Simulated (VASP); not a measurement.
Write the native input for VASP 6.6.1 that does the following.

```
Task                   : relaxation of cell and atoms
Functional             : PBE
Potentials or basis    : VASP PAW PBE potentials, release 64 (Li_sv, Sb_d_GW, Pt_sv_GW)
Cutoff                 : 880 eV
k mesh                 : 3 × 3 × 4
Occupations            : gaussian, width 0.1 eV
Spin                   : no spin polarisation
Dipole correction      : no
Further INCAR settings : ALGO = Normal; EDIFF = 1e-07; IBRION = 2; EDIFFG = -0.04; NSW = 90; ISIF = 3
```

The structure of Li4SbPt2 lies in POSCAR:

```
Li4SbPt2
1.0
    5.8563427200      0.0000000000      0.0000000000
   -2.9281713600      5.0717415700      0.0000000000
    0.0000000000      0.0000000000      4.2149070800
Li Sb Pt
4 1 2
Direct
    0.5000000000      0.0000000000      0.0000000000
    0.0000000000      0.5000000000      0.0000000000
    0.5000000000      0.5000000000      0.0000000000
    0.0000000000      0.0000000000      0.5000000000
    0.0000000000      0.0000000000      0.0000000000
    0.3333333300      0.6666666700      0.0000000000
    0.6666666700      0.3333333300      0.0000000000
```

The cell was generated, and may not be a known phase.

One way to write it, as run:

INCAR

```
ALGO = Normal
EDIFF = 1E-7
EDIFFG = -0.04
ENCUT = 880
GGA = PE
GGA_COMPAT = F
IBRION = 2
ISIF = 3
ISMEAR = 0
LASPH = T
LCHARG = F
LREAL = F
LWAVE = F
NELM = 120
NELMIN = 4
NSW = 90
PREC = Accurate
SIGMA = 0.1
```

KPOINTS

```
k-points
0
Gamma
  3 3 4
```

Potentials or basis: VASP PAW PBE potentials, release 64 (Li_sv, Sb_d_GW, Pt_sv_GW).

Launch:

```console
$ cat potpaw_PBE.64/Li_sv/POTCAR potpaw_PBE.64/Sb_d_GW/POTCAR potpaw_PBE.64/Pt_sv_GW/POTCAR > POTCAR
$ mpirun -np 1 vasp_std > vasp.out
```

Results of the run:

```
Relaxed volume                        : 40.63 Å³/atom
Relaxed cell                          : a = 7.872 Å, b = 7.872 Å, c = 5.299 Å, α = 90.00°, β = 90.00°, γ = 120.00°
Space group after relaxing (to 0.1 Å) : P6/mmm (No. 191)
Energy gained by relaxing             : 1728.5 meV/atom
Ionic steps                           : 10
Pressure after relaxing               : 0.0 GPa
Band gap on the k mesh                : zero (an odd number of electrons rules out a gap without spin polarisation)
```

Caveat: the k points lie up to 0.31 Å⁻¹ apart in the final cell, too coarse for converged energies and pressures of a metal; the volume moved by over 15 % at a fixed basis, so the end points are rough; spin-orbit coupling is left out, which moves the levels of the heavy elements.

It took 24 min on 1 thread of Intel(R) Xeon(R) Platinum 8259CL CPU @ 2.50GHz (Skylake/Cascade Lake), with other jobs on the host, peak memory 0.5 GiB.
